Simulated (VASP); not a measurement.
# V (Im-3m) in VASP: notebook

Runs on V. Level: HSE06. Tasks: single point.

Program: VASP 6.6.1. These are calculated values, not measurements. Logs are shortened: lines on timing, memory, paths and dates and some standing lists are left out, and cuts for length are marked.

## 1. The cell of the first run

Symmetry: Im-3m, No. 229, cubic system. Conventional cell: a = 2.939 Å, b = 2.939 Å, c = 2.939 Å, α = 90.00°, β = 90.00°, γ = 90.00°. V (site symmetry m-3m) has 14 V at 2.55 to 2.94 Å within 3.4 Å.

## 2. Single point, HSE06

The input, POSCAR:

```
V
1.0
   -1.4696561209      1.4696561209      1.4696561209
    1.4696561209     -1.4696561209      1.4696561209
    1.4696561209      1.4696561209     -1.4696561209
V
1
Direct
    0.0000000000      0.0000000000      0.0000000000
```

The input, INCAR.step1:

```
PREC = Accurate
ENCUT = 520
EDIFF = 1E-5
ISMEAR = -1
SIGMA = 0.1
LREAL = False
LASPH = True
NELM = 80
ALGO = Normal
ISIF = 2
LWAVE = True
NBANDS = 12
GGA = PE
```

The input, INCAR.step2:

```
PREC = Accurate
ENCUT = 520
EDIFF = 1E-6
ISMEAR = -1
SIGMA = 0.1
LREAL = False
LASPH = True
NELM = 80
ALGO = Normal
ISIF = 2
LWAVE = False
LCHARG = True
GGA = PE
LHFCALC = True
HFSCREEN = 0.2079
PRECFOCK = Normal
LELF = True
LVHAR = True
NBANDS = 12
ISTART = 1
```

The input, KPOINTS:

```
Automatic mesh
0
Gamma
  6 6 6
```

Potentials or basis: VASP PAW PBE potentials, release 64 (V_sv).

Run with:

```
cat potpaw_PBE.64/V_sv/POTCAR > POTCAR
cp INCAR.step1 INCAR
mpirun -np 1 vasp_std > vasp.out
cp INCAR.step2 INCAR
mpirun -np 1 vasp_std > vasp.out
```

OUTCAR:

```text
PREC = Accurate
   ENCUT = 520
   EDIFF = 1E-6
   ISMEAR = -1
   LREAL = False
   LASPH = True
   NELM = 80
   ISIF = 2
   GGA = PE
   LHFCALC = True
   HFSCREEN = 0.2079
   PRECFOCK = Normal
   ISTART = 1

 ion  position               nearest neighbor table
   1  0.000  0.000  0.000-

  LATTYP: Found a body centered cubic cell.
 ALAT       =     2.9393122418

  Lattice vectors:

 A1 = (  -1.4696561209,   1.4696561209,   1.4696561209)
 A2 = (   1.4696561209,  -1.4696561209,   1.4696561209)
 A3 = (   1.4696561209,   1.4696561209,  -1.4696561209)

Analysis of symmetry for initial positions (statically):
=====================================================================
 Subroutine PRICEL returns:
 Original cell was already a primitive cell.

 Routine SETGRP: Setting up the symmetry group for a
 body centered cubic supercell.

 Subroutine GETGRP returns: Found 48 space group operations
 (whereof 48 operations were pure point group operations)
 out of a pool of 48 trial point group operations.

The static configuration has the point symmetry O_h .

Analysis of symmetry for dynamics (positions and initial velocities):
=====================================================================
 Subroutine PRICEL returns:
 Original cell was already a primitive cell.

 Routine SETGRP: Setting up the symmetry group for a
 body centered cubic supercell.

 Subroutine GETGRP returns: Found 48 space group operations
 (whereof 48 operations were pure point group operations)
 out of a pool of 48 trial point group operations.

The dynamic configuration has the point symmetry O_h .

 Subroutine INISYM returns: Found 48 space group operations
 (whereof 48 operations are pure point group operations),
 and found     1 'primitive' translations

----------------------------------------------------------------------------------------

                                     Primitive cell

  volume of cell :      12.6972

  direct lattice vectors                    reciprocal lattice vectors
    -1.469656121  1.469656121  1.469656121     0.000000000  0.340215642  0.340215642
     1.469656121 -1.469656121  1.469656121     0.340215642  0.000000000  0.340215642
     1.469656121  1.469656121 -1.469656121     0.340215642  0.340215642  0.000000000

  length of vectors
     2.545519071  2.545519071  2.545519071     0.481137574  0.481137574  0.481137574

  position of ions in fractional coordinates (direct lattice)
     0.000000000  0.000000000  0.000000000

  ion indices of the primitive-cell ions
   primitive index   ion index
                 1           1

----------------------------------------------------------------------------------------

 KPOINTS: Automatic mesh

Automatic generation of k-mesh.
 Grid dimensions read from file:
 generate k-points for:    6    6    6

 Generating k-lattice:

  Cartesian coordinates                     Fractional coordinates (reciprocal lattice)
     0.000000000  0.056702607  0.056702607     0.166666667  0.000000000  0.000000000
     0.056702607  0.000000000  0.056702607     0.000000000  0.166666667  0.000000000
     0.056702607  0.056702607  0.000000000     0.000000000  0.000000000  0.166666667

  Length of vectors
     0.080189596  0.080189596  0.080189596

  Shift w.r.t. Gamma in fractional coordinates (k-lattice)
     0.000000000  0.000000000  0.000000000

 Subroutine IBZKPT returns following result:
 ===========================================

 Found     16 irreducible k-points:

 Following reciprocal coordinates:
            Coordinates               Weight
  0.000000  0.000000  0.000000      1.000000
  0.166667  0.000000  0.000000     12.000000
  0.333333  0.000000  0.000000     12.000000
  0.500000  0.000000  0.000000      6.000000
  0.166667  0.166667  0.000000     24.000000
  0.333333  0.166667  0.000000     48.000000
[... 8 lines left out ...]
  0.500000  0.500000  0.333333     12.000000
  0.500000  0.500000  0.500000      1.000000
   k-points           NKPTS =     16   k-points in BZ     NKDIM =    216   number of bands    NBANDS=     12
   number of dos      NEDOS =    301   number of ions     NIONS =      1
   total plane-waves  NPLWV =   8000
   dimension x,y,z NGX =    20 NGY =   20 NGZ =   20
   dimension x,y,z NGXF=    40 NGYF=   40 NGZF=   40
   ions per type =               1
   NGX,Y,Z   is equivalent  to a cutoff of  13.06, 13.06, 13.06 a.u.
   NGXF,Y,Z  is equivalent  to a cutoff of  26.12, 26.12, 26.12 a.u.
 SYSTEM =  unknown system
   PREC   = accura    normal or accurate (medium, high low for compatibility)
   ISTART =      1    job   : 0-new  1-cont  2-samecut
   ICHARG =      0    charge: 1-file 2-atom 10-const
   ISPIN  =      1    spin polarized calculation?
   LNONCOLLINEAR =      F non collinear calculations
   LSORBIT =      F    spin-orbit coupling
   LASPH  =      T    aspherical Exc in radial PAW
   ENCUT  =  520.0 eV  38.22 Ry    6.18 a.u.   4.73  4.73  4.73*2*pi/ulx,y,z
   NELM   =     80;   NELMIN=  2; NELMDL=  0     # of ELM steps
   EDIFF  = 0.1E-05   stopping-criterion for ELM
   LREAL  =      F    real-space projection
   EDIFFG = 0.1E-04   stopping-criterion for IOM
   NSW    =      0    number of steps for IOM
   IBRION =     -1    ionic relax: 0-MD 1-quasi-New 2-CG
   NFREE  =      0    steps in history (QN), initial steepest desc. (CG)
   ISIF   =      2    stress and relaxation
   ISYM   =      3    0-nonsym 1-usesym 2-fastsym
   POTIM  = 0.5000    time-step for ionic-motion
   TEBEG  =    0.0;   TEEND  =   0.0 temperature during run
   PSTRESS=    0.0 pullay stress
   NELECT =      13.0000    total number of electrons
   NUPDOWN=      -1.0000    fix difference up-down
   EMIN   =  10.00;   EMAX   =-10.00  energy-range for DOS
   EFERMI =   0.00;   METHOD = LEGACY
   ISMEAR =    -1;   SIGMA  =   0.10  broadening in eV -4-tet -1-fermi 0-gaus
   EFERMI_NEDOS =   21; number of points for ismear=-14 and -15
   IALGO  =     38    algorithm
   IMIX   =      1    mixing-type and parameters
     AMIX     =   0.40;   BMIX     =  1.00
     AMIX_MAG =   1.60;   BMIX_MAG =  1.00
  volume/ion in A,a.u.               =      12.70        85.68
  Fermi-wavevector in a.u.,A,eV,Ry     =   1.650011  3.118069 37.042364  2.722537
  Thomas-Fermi vector in A             =   2.739033
   LORBIT       =      0    0 simple, 1 ext, 2 COOP (PROOUT), +10 PAW based schemes
   GGA     = PE    functional components
   LHFCALC =     T    Hartree Fock is set to
   PRECFOCK=normal    Normal, Fast or Accurate (Low or Medium for compatibility)
   ENCUT4O =  -1.0   cutoff for four orbital integrals eV
   NKREDX  =     1    reduce k-point grid by
   NKREDY  =     1    reduce k-point grid by
   NKREDZ  =     1    reduce k-point grid by
   AEXX    =    0.2500 exact exchange contribution
   HFSCREEN=    0.2079 screening length (either q_TF or 0.3 A-1)
   HFSCREENC=   0.2079 screening length for correlation (either q_TF or 0.3 A-1)
   ENCUTFOCK=  -1.0 apply spherical cutoff to Coloumb kernel
   IVDW    =     0    specifies the selected vdW correction
   LEPSILON=     F    determine dielectric tensor
   LRPA    =     F    only Hartree local field effects (RPA)
 non-spin polarized calculation
  energy-cutoff  :      520.00
  volume of cell :       12.70
 maximum number of plane-waves:       370
  NGX = 16; NGY = 16; NGZ = 16

 number of electron      13.0000009 magnetization

 Free energy of the ion-electron system (eV)
  ---------------------------------------------------
  ext. energy  EPLUGINS =         0.00000000
  ---------------------------------------------------
  free energy    TOTEN  =       -10.81505714 eV

  energy without entropy =      -10.75500005  energy(sigma->0) =      -10.78502860

 E-fermi :  10.2667     XC(G=0): -10.7985

 val. band max:       10.2639808290   @ k =  -0.3333   0.5000   0.1667
 cond. band min:      10.3544512222   @ k =  -0.3333   0.3333   0.1667
 fundamental gap:      0.0904703932
 Fermi energy:        10.2666904001

 k-point     1 :       0.0000    0.0000    0.0000
  band No.  band energies     occupation
      1     -58.4977      2.00000
      2     -29.9704      2.00000
      3     -29.9704      2.00000
      4     -29.9704      2.00000
      5       2.4328      2.00000
      6      11.1492      0.00029
      7      11.1492      0.00029
      8      11.1492      0.00029
      9      13.8766      0.00000
     10      13.8766      0.00000
     11      32.4511      0.00000
     12      32.4511      0.00000

 k-point     2 :       0.1667    0.0000    0.0000
  band No.  band energies     occupation
      1     -58.4319      2.00000
      2     -30.2795      2.00000
      3     -30.0603      2.00000
      4     -29.9721      2.00000
      5       3.6877      2.00000
      6      10.4554      0.26307
      7      10.7924      0.01037
      8      12.0618      0.00000
      9      13.4063      0.00000
     10      13.8849      0.00000
     11      30.7979      0.00000
     12      31.9413      0.00000

 k-point     3 :       0.3333    0.0000    0.0000
  band No.  band energies     occupation
      1     -58.2983      2.00000
      2     -30.8727      2.00000
      3     -30.2358      2.00000
      4     -29.9738      2.00000
      5       5.9449      2.00000
      6       9.2350      1.99993
      7      10.4367      0.30882
      8      13.5850      0.00000
      9      14.0386      0.00000
     10      14.2268      0.00000
     11      25.8120      0.00000
     12      29.1451      0.00000
[... 166 lines left out ...]
 k-point    15 :       0.5000    0.5000    0.3333
  band No.  band energies     occupation
      1     -58.0979      2.00000
      2     -30.8504      2.00000
      3     -30.6433      2.00000
      4     -30.5620      2.00000
      5       7.1024      2.00000
      6       7.2554      2.00000
      7      12.9028      0.00000
      8      13.3671      0.00000
      9      15.2587      0.00000
     10      20.3959      0.00000
     11      22.0448      0.00000
     12      24.5192      0.00000

 k-point    16 :       0.5000    0.5000    0.5000
  band No.  band energies     occupation
      1     -58.0534      2.00000
      2     -30.7457      2.00000
      3     -30.7457      2.00000
      4     -30.7457      2.00000
      5       6.4439      2.00000
      6       6.4439      2.00000
      7      15.1469      0.00000
      8      15.1469      0.00000
      9      15.1469      0.00000
     10      21.9354      0.00000
     11      21.9354      0.00000
     12      21.9354      0.00000

------------------------ aborting loop because EDIFF is reached ----------------------------------------

  FORCE on cell =-STRESS in cart. coord.  units (eV):
  Direction    XX          YY          ZZ          XY          YZ          ZX
  --------------------------------------------------------------------------------------
  -------------------------------------------------------------------------------------
  Total        0.7647291      0.7647291      0.7647291     -0.0000000     -0.0000000     -0.0000000
  in kB       96.4963784     96.4963784     96.4963784     -0.0000000     -0.0000000     -0.0000000
  external PRESSURE =      96.4963784 kB  Pullay stress =       0.0000000 kB

 VOLUME and BASIS-vectors are now :
 -----------------------------------------------------------------------------
  energy-cutoff  :      520.00
  volume of cell :       12.70
      direct lattice vectors                 reciprocal lattice vectors
    -1.469656121  1.469656121  1.469656121     0.000000000  0.340215642  0.340215642
     1.469656121 -1.469656121  1.469656121     0.340215642  0.000000000  0.340215642
     1.469656121  1.469656121 -1.469656121     0.340215642  0.340215642  0.000000000

 POSITION                                       TOTAL-FORCE (eV/Angst)
 -----------------------------------------------------------------------------------
      0.00000      0.00000      0.00000         0.000000     -0.000000      0.000000
 -----------------------------------------------------------------------------------
    total drift:                                0.000000      0.000000      0.000001

  FREE ENERGIE OF THE ION-ELECTRON SYSTEM (eV)
  ---------------------------------------------------
  free  energy   TOTEN  =       -10.8150571357 eV

  energy  without entropy=      -10.7550000544  energy(sigma->0) =      -10.78502860
```

It took 9.8 min on 1 thread of Intel Xeon Platinum 8259CL at 2.50GHz (Skylake/Cascade Lake), shared host; peak memory 0.23 GiB.

What came out:

* Free energy: -10.8151 eV
* Pressure: 9.6 GPa
* Band gap on the k mesh: zero (an odd number of electrons rules out a gap without spin polarisation)

Caveat: the k points lie up to 0.50 Å⁻¹ apart, too coarse for converged energies and pressures of a metal; the PAW data sets were made with another functional, which shifts forces and pressure a little.

## 3. Single point, HSE06

POSCAR is that of step 2.

The input, INCAR.step1:

```
SYSTEM = V
ALGO = Normal
EDIFF = 1E-5
ENCUT = 520
GGA = PE
ISIF = 2
ISMEAR = -1
LASPH = .TRUE.
LREAL = .FALSE.
LWAVE = .TRUE.
NBANDS = 12
NELM = 60
PREC = Accurate
SIGMA = 0.1
```

The input, INCAR.step2:

```
SYSTEM = V
ALGO = Normal
EDIFF = 1E-6
ENCUT = 520
GGA = PE
HFSCREEN = 0.2079
ISIF = 2
ISMEAR = -1
ISTART = 1
LASPH = .TRUE.
LCHARG = .TRUE.
LELF = .TRUE.
LHFCALC = .TRUE.
LREAL = .FALSE.
LVHAR = .TRUE.
LWAVE = .FALSE.
NBANDS = 12
NELM = 60
PREC = Accurate
PRECFOCK = Normal
SIGMA = 0.1
```

The input, KPOINTS:

```
k-points
0
G
  6 6 6
  0 0 0
```

Potentials or basis: VASP PAW PBE potentials, release 64 (V_sv).

Run with:

```
cat potpaw_PBE.64/V_sv/POTCAR > POTCAR
cp INCAR.step1 INCAR
mpirun -np 1 vasp_std > vasp.out
cp INCAR.step2 INCAR
mpirun -np 1 vasp_std > vasp.out
```

Wall time 8 min (1 thread of Intel Xeon Platinum 8259CL at 2.50GHz (Skylake/Cascade Lake), shared host); peak memory 0.23 GiB.

It converged, with:

```
Free energy            : -10.8151 eV
Pressure               : 9.6 GPa
Band gap on the k mesh : zero (an odd number of electrons rules out a gap without spin polarisation)
```

Levels at points of the mesh, in eV from the Fermi level:
```
           k point  band 2  band 3  band 4  band 5  band 6  band 7  band 8  band 9  band 10  band 11
(0.00, 0.00, 0.00)  -40.24  -40.24  -40.24   -7.83    0.88    0.88    0.88    3.61     3.61    22.18
(0.50, 0.00, 0.00)  -41.42  -40.59  -40.24   -4.03   -1.57    1.78    3.53    3.93     5.33    12.15
(0.50, 0.50, 0.50)  -41.01  -41.01  -41.01   -3.82   -3.82    4.88    4.88    4.88    11.67    11.67
```

Caveat: the k points lie up to 0.50 Å⁻¹ apart, too coarse for converged energies and pressures of a metal; the PAW data sets were made with another functional, which shifts forces and pressure a little.

The gap in the log of VASP goes by the Fermi energy; the results here count the filled bands.